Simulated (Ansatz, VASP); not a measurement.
# Rh in VASP and in Ansatz

```
CELL_PARAMETERS angstrom
0.00000 1.86352 1.90155
1.86352 0.00000 1.90155
1.86352 1.86352 0.00000
ATOMIC_POSITIONS crystal
Rh 0.00000 0.00000 0.00000
```

Change from the starting cell: equal xx and yy strain of -2 %.

Alike in both runs: task single point; functional LDA; k mesh 16 × 16 × 16; occupations fermi-dirac, width 0.03 eV; no spin polarisation.

```csv
,VASP,Ansatz
version,VASP 6.6.1,Ansatz 0.2.0
potentials or method,"VASP PAW LDA potentials, release 64 (Rh_pv), cutoff 520 eV","all-electron LAPW, scalar-relativistic"
```

|  | VASP | Ansatz | Ansatz less VASP |
| --- | --- | --- | --- |
| pressure (GPa) | 1.4 | 0.5 | -0.88 |
| traceless stress, the component that is largest in VASP (GPa) | -3.62 | -3.63 | -0.014 |

LDA's correlation is that of Perdew and Zunger in VASP and of Perdew and Wang (1992) in Ansatz. Ansatz ran all-electron here, and VASP with PAW potentials.
